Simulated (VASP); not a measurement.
# Be in VASP: a series of runs

Be is run at these levels: PBE; tasks: single point.

All numbers are computed with VASP 6.6.1; they aren't measurements. Logs are shortened: lines on timing, memory, paths and dates and some standing lists are left out, and cuts for length are marked.

### 1 The cell of the first run

The typed cell holds 2 atoms: a = 2.222 Å, b = 2.222 Å, c = 3.186 Å, α = 90.00°, β = 90.00°, γ = 90.00°.

### 2 Single point, PBE

The input, INCAR:

```
SYSTEM = Be
ALGO     = Normal         ! electronic algorithm
EDIFF    = 1E-7           ! SCF threshold, eV
ENCUT    = 520            ! plane-wave cutoff, eV
GGA      = PE             ! functional
ISIF     = 2              ! what is computed and relaxed
ISMEAR   = 0              ! smearing method
LASPH    = .True.         ! aspherical terms in the spheres
LCHARG   = .True.         ! write CHGCAR
LELF     = .True.         ! ELF
LREAL    = .False.        ! projectors in reciprocal space
LVHAR    = .True.       
LWAVE    = .False.        ! write WAVECAR
NBANDS   = 9              ! bands
NELM     = 80             ! most SCF steps
PREC     = Accurate       ! precision mode
SIGMA    = 0.1            ! smearing width, eV
```

The input, KPOINTS:

```
k-points
0
Gamma
  8 8 6
  0 0 0
```

The input, POSCAR:

```
Be
1.0
    2.2221023780      0.0000000000      0.0000000000
    0.0000000000      2.2223429046      0.0000000000
    0.0000000000      0.0000000000      3.1860953523
Be
2
Direct
    0.0000000000      0.5000000000      0.7499913810
    0.5000000000      0.0000000000      0.2500086190
```

Potentials or basis: VASP PAW PBE potentials, release 64 (Be).

Run with:

```
cat potpaw_PBE.64/Be/POTCAR > POTCAR
mpirun -np 1 vasp_std > vasp.out
```

OUTCAR:

```text
SYSTEM = Be
   EDIFF = 1E-7
   ENCUT = 520
   GGA = PE
   ISIF = 2
   ISMEAR = 0
   LASPH = .True.
   LREAL = .False.
   NELM = 80
   PREC = Accurate

 ion  position               nearest neighbor table
   1  0.000  0.500  0.750-   2 2.24   2 2.24   2 2.24   2 2.24   2 2.24   2 2.24   2 2.24   2 2.24

   2  0.500  0.000  0.250-   1 2.24   1 2.24   1 2.24   1 2.24   1 2.24   1 2.24   1 2.24   1 2.24

  LATTYP: Found a simple orthorhombic cell.
 ALAT       =     2.2221023780
 B/A-ratio  =     1.0001082428
 C/A-ratio  =     1.4338202343

  Lattice vectors:

 A1 = (   2.2221023780,   0.0000000000,   0.0000000000)
 A2 = (   0.0000000000,   2.2223429046,   0.0000000000)
 A3 = (   0.0000000000,   0.0000000000,   3.1860953523)

Analysis of symmetry for initial positions (statically):
=====================================================================
 Subroutine PRICEL returns:
 Original cell was already a primitive cell.

 Routine SETGRP: Setting up the symmetry group for a
 simple orthorhombic supercell.

 Subroutine GETGRP returns: Found  8 space group operations
 (whereof  4 operations were pure point group operations)
 out of a pool of  8 trial point group operations.

The static configuration has the point symmetry C_2v.
 The point group associated with its full space group is D_2h.

Analysis of symmetry for dynamics (positions and initial velocities):
=====================================================================
 Subroutine PRICEL returns:
 Original cell was already a primitive cell.

 Routine SETGRP: Setting up the symmetry group for a
 simple orthorhombic supercell.

 Subroutine GETGRP returns: Found  8 space group operations
 (whereof  4 operations were pure point group operations)
 out of a pool of  8 trial point group operations.

The dynamic configuration has the point symmetry C_2v.
 The point group associated with its full space group is D_2h.

 Subroutine INISYM returns: Found  8 space group operations
 (whereof  4 operations are pure point group operations),
 and found     1 'primitive' translations

----------------------------------------------------------------------------------------

                                     Primitive cell

  volume of cell :      15.7338

  direct lattice vectors                    reciprocal lattice vectors
     2.222102378  0.000000000  0.000000000     0.450024270  0.000000000  0.000000000
     0.000000000  2.222342905  0.000000000     0.000000000  0.449975563  0.000000000
     0.000000000  0.000000000  3.186095352     0.000000000  0.000000000  0.313863802
[... 85 lines left out ...]
   LREAL  =      F    real-space projection
   EDIFFG = 0.1E-05   stopping-criterion for IOM
   NSW    =      0    number of steps for IOM
   IBRION =     -1    ionic relax: 0-MD 1-quasi-New 2-CG
   NFREE  =      0    steps in history (QN), initial steepest desc. (CG)
   ISIF   =      2    stress and relaxation
   ISYM   =      2    0-nonsym 1-usesym 2-fastsym
   POTIM  = 0.5000    time-step for ionic-motion
   TEBEG  =    0.0;   TEEND  =   0.0 temperature during run
   PSTRESS=    0.0 pullay stress
   NELECT =       4.0000    total number of electrons
   NUPDOWN=      -1.0000    fix difference up-down
   EMIN   =  10.00;   EMAX   =-10.00  energy-range for DOS
   EFERMI =   0.00;   METHOD = LEGACY
   ISMEAR =     0;   SIGMA  =   0.10  broadening in eV -4-tet -1-fermi 0-gaus
   EFERMI_NEDOS =   21; number of points for ismear=-14 and -15
   IALGO  =     38    algorithm
   IMIX   =      4    mixing-type and parameters
     AMIX     =   0.40;   BMIX     =  1.00
     AMIX_MAG =   1.60;   BMIX_MAG =  1.00
  volume/ion in A,a.u.               =       7.87        53.09
  Fermi-wavevector in a.u.,A,eV,Ry     =   1.037091  1.959818 14.633851  1.075558
  Thomas-Fermi vector in A             =   2.171512
   LORBIT       =      0    0 simple, 1 ext, 2 COOP (PROOUT), +10 PAW based schemes
   GGA     = PE    functional components
   LHFCALC =     F    Hartree Fock is set to
   AEXX    =    0.0000 exact exchange contribution
   IVDW    =     0    specifies the selected vdW correction
   LEPSILON=     F    determine dielectric tensor
   LRPA    =     F    only Hartree local field effects (RPA)
 non-spin polarized calculation
 Gauss-broadening in eV      SIGMA  =   0.10
  energy-cutoff  :      520.00
  volume of cell :       15.73
 maximum number of plane-waves:       444
 NGX is ok and might be reduce to    18

 number of electron       4.0000000 magnetization

 Free energy of the ion-electron system (eV)
  ---------------------------------------------------
  ext. energy  EPLUGINS =         0.00000000
  ---------------------------------------------------
  free energy    TOTEN  =        -7.38521266 eV

  energy without entropy =       -7.38360183  energy(sigma->0) =       -7.38440725

 E-fermi :   7.5265     XC(G=0): -10.6264

 val. band max:        7.5031559841   @ k =   0.3750   0.3750   0.3333
 cond. band min:       7.5782498866   @ k =   0.0000   0.5000   0.5000
 fundamental gap:      0.0750939025
 Fermi energy:         7.5265280917

 k-point     1 :       0.0000    0.0000    0.0000
  band No.  band energies     occupation
      1      -4.3164      2.00000
      2       4.6954      2.00000
      3      11.1517      0.00000
      4      17.3358      0.00000
      5      17.3412      0.00000
      6      22.9774      0.00000
      7      27.0135      0.00000
      8      27.0175      0.00000
      9      27.0281      0.00000
[... 265 lines left out ...]
 k-point    24 :       0.3750    0.5000    0.0000
  band No.  band energies     occupation
      1       4.1106      2.00000
      2       4.1106      2.00000
      3      12.9050      0.00000
      4      12.9050      0.00000
      5      15.6487      0.00000
      6      15.6487      0.00000
      7      17.2930      0.00000
      8      17.2930      0.00000
      9      24.9554      0.00000

 [... further k-points ...]
[... 5 lines left out ...]
  --------------------------------------------------------------------------------------
  -------------------------------------------------------------------------------------
  Total        0.0153723      0.0119723      0.0153187      0.0000000      0.0000000      0.0000000
  in kB        1.5653629      1.2191383      1.5599032      0.0000000      0.0000000      0.0000000
  external PRESSURE =       1.4481348 kB  Pullay stress =       0.0000000 kB

 VOLUME and BASIS-vectors are now :
 -----------------------------------------------------------------------------
  energy-cutoff  :      520.00
  volume of cell :       15.73
      direct lattice vectors                 reciprocal lattice vectors
     2.222102378  0.000000000  0.000000000     0.450024270  0.000000000  0.000000000
     0.000000000  2.222342905  0.000000000     0.000000000  0.449975563  0.000000000
     0.000000000  0.000000000  3.186095352     0.000000000  0.000000000  0.313863802

 POSITION                                       TOTAL-FORCE (eV/Angst)
 -----------------------------------------------------------------------------------
      0.00000      1.11117      2.38954         0.000000      0.000000      0.000328
      1.11105      0.00000      0.79655         0.000000      0.000000     -0.000328
 -----------------------------------------------------------------------------------
    total drift:                               -0.000000     -0.000000     -0.000000

  FREE ENERGIE OF THE ION-ELECTRON SYSTEM (eV)
  ---------------------------------------------------
  free  energy   TOTEN  =        -7.3852126602 eV

  energy  without entropy=       -7.3836018309  energy(sigma->0) =       -7.38440725
```

It took 6.1 s on 1 thread of AMD EPYC 9R45 (Zen 5), shared host; peak memory 0.09 GiB.

Results:

- Free energy: -7.3852 eV
- Pressure: 0.1 GPa
- Band gap on the k mesh: zero (band 2 reaches 8.56 eV, above the bottom of band 3 at 7.50 eV)

Levels at points of the mesh, in eV from the Fermi level:
```
           k point  band 1  band 2  band 3  band 4  band 5  band 6  band 7
(0.00, 0.00, 0.00)  -11.84   -2.83    3.63    9.81    9.81   15.45   19.49
(0.50, 0.00, 0.00)   -6.24   -6.24    4.47    4.47    9.50    9.50   15.92
(0.00, 0.50, 0.00)   -6.24   -6.24    4.47    4.47    9.50    9.50   15.92
(0.50, 0.50, 0.00)   -2.53   -2.53    4.01    4.01    9.39    9.39    9.54
(0.00, 0.00, 0.50)   -9.11   -9.11   13.08   13.08   13.09   13.09   15.91
(0.50, 0.00, 0.50)   -5.26   -5.26    0.05    0.05   16.35   16.35   16.75
(0.00, 0.50, 0.50)   -5.26   -5.26    0.05    0.05   16.35   16.35   16.76
(0.50, 0.50, 0.50)    1.03    1.03    1.03    1.03    3.27    3.27   10.34
```

### 3 Single point, PBE

This run uses another cell than the first one: it holds 8 atoms, not 2.

The input, INCAR:

```
PREC = Accurate
ENCUT = 520
EDIFF = 1E-6
ISMEAR = 0
SIGMA = 0.2
LREAL = False
LASPH = True
NELM = 80
ALGO = Fast
ISIF = 2
LWAVE = False
LCHARG = True
GGA = PE
LELF = True
LVHAR = True
NBANDS = 18
```

The input, KPOINTS:

```
regular mesh
0
Gamma
  6 6 6
```

The input, POSCAR:

```
Be
1.0
    0.0000000000      3.1571633858      3.1571633858
    3.1571633858      0.0000000000      3.1571633858
    3.1571633858      3.1571633858      0.0000000000
Be
8
Direct
    0.0000000000      0.0000000000      0.0000000000
    1.0000000000      0.0000000000      0.5000000000
    1.0000000000      0.5000000000      0.0000000000
    1.0000000000      0.5000000000      0.5000000000
    0.5000000000      1.0000000000      0.0000000000
    0.5000000000      0.0000000000      0.5000000000
    0.5000000000      0.5000000000      0.0000000000
    0.5000000000      0.5000000000      0.5000000000
```

Potentials or basis: VASP PAW PBE potentials, release 64 (Be).

Run with:

```
cat potpaw_PBE.64/Be/POTCAR > POTCAR
mpirun -np 1 vasp_std > vasp.out
```

OUTCAR:

```text
PREC = Accurate
   ENCUT = 520
   EDIFF = 1E-6
   ISMEAR = 0
   LREAL = False
   LASPH = True
   NELM = 80
   ISIF = 2
   GGA = PE

 ion  position               nearest neighbor table
   1  0.000  0.000  0.000-   2 2.23   3 2.23   5 2.23   2 2.23   4 2.23   6 2.23   3 2.23   4 2.23
                             7 2.23   5 2.23   6 2.23   7 2.23
   2  0.000  0.000  0.500-   1 2.23   4 2.23   6 2.23   1 2.23   3 2.23   5 2.23   3 2.23   4 2.23
[... 557 lines left out ...]
  Total        0.1451692      0.1451692      0.1451692      0.0000000     -0.0000000      0.0000000
  in kB        3.6954205      3.6954205      3.6954205      0.0000000     -0.0000000      0.0000000
  external PRESSURE =       3.6954205 kB  Pullay stress =       0.0000000 kB

 VOLUME and BASIS-vectors are now :
 -----------------------------------------------------------------------------
  energy-cutoff  :      520.00
  volume of cell :       62.94
      direct lattice vectors                 reciprocal lattice vectors
     0.000000000  3.157163386  3.157163386    -0.158370011  0.158370011  0.158370011
     3.157163386  0.000000000  3.157163386     0.158370011 -0.158370011  0.158370011
     3.157163386  3.157163386  0.000000000     0.158370011  0.158370011 -0.158370011

 POSITION                                       TOTAL-FORCE (eV/Angst)
 -----------------------------------------------------------------------------------
      0.00000      0.00000      0.00000        -0.000000      0.000000     -0.000000
      1.57858      1.57858      0.00000         0.000000      0.000000     -0.000000
      1.57858      0.00000      1.57858         0.000000     -0.000000     -0.000000
      3.15716      1.57858      1.57858        -0.000000      0.000000     -0.000000
      0.00000      1.57858      1.57858         0.000000      0.000000     -0.000000
      1.57858      3.15716      1.57858         0.000000      0.000000      0.000000
      1.57858      1.57858      3.15716         0.000000     -0.000000     -0.000000
      3.15716      3.15716      3.15716         0.000000     -0.000000      0.000000
 -----------------------------------------------------------------------------------
    total drift:                               -0.000000     -0.000000     -0.000000

  FREE ENERGIE OF THE ION-ELECTRON SYSTEM (eV)
  ---------------------------------------------------
  free  energy   TOTEN  =       -29.5432772065 eV

  energy  without entropy=      -29.5326046075  energy(sigma->0) =      -29.53794091
```

OSZICAR:

```text
N       E                     dE             d eps       ncg     rms          rms(c)
DAV:   1     0.113720184171E+02    0.11372E+02   -0.63006E+03   576   0.757E+02
DAV:   2    -0.285610186415E+02   -0.39933E+02   -0.36482E+02   812   0.145E+02
DAV:   3    -0.297807233422E+02   -0.12197E+01   -0.12042E+01   698   0.190E+01
DAV:   4    -0.297877192185E+02   -0.69959E-02   -0.69894E-02   780   0.179E+00
DAV:   5    -0.297877649765E+02   -0.45758E-04   -0.45754E-04   692   0.120E-01    0.223E+00
RMM:   6    -0.296115584594E+02    0.17621E+00   -0.19770E-02   590   0.154E+00    0.138E+00
RMM:   7    -0.295432944987E+02    0.68264E-01   -0.23838E-02   615   0.155E+00    0.490E-02
RMM:   8    -0.295432647064E+02    0.29792E-04   -0.16337E-03   638   0.347E-01    0.222E-02
RMM:   9    -0.295432803292E+02   -0.15623E-04   -0.11783E-04   656   0.759E-02    0.137E-02
RMM:  10    -0.295432835239E+02   -0.31947E-05   -0.12837E-05   672   0.344E-02    0.661E-03
RMM:  11    -0.295432780280E+02    0.54958E-05   -0.31889E-06   600   0.127E-02    0.213E-03
RMM:  12    -0.295432772065E+02    0.82156E-06   -0.45902E-07   464   0.606E-03
   1 F= -.29543277E+02 E0= -.29537941E+02  d E =-.106726E-01
```

stdout:

```text
POSCAR found type information on POSCAR Be
 POSCAR found :  1 types and       8 ions
 scaLAPACK will be used
 LDA part: xc-table for (Slater+PW92), standard interpolation
 POSCAR, INCAR and KPOINTS ok, starting setup
 FFT: planning ... GRIDC
 FFT: planning ... GRID_SOFT
 FFT: planning ... GRID
 WAVECAR not read
 entering main loop
```

Wall time 16 s (1 thread of AMD EPYC 9R45 (Zen 5), shared host); peak memory 0.16 GiB.

Results:

* Free energy: -29.5433 eV
* Pressure: 0.4 GPa
* Band gap on the k mesh: zero (band 8 reaches 8.52 eV, above the bottom of band 9 at 7.58 eV)

[end of part 1 of 2]
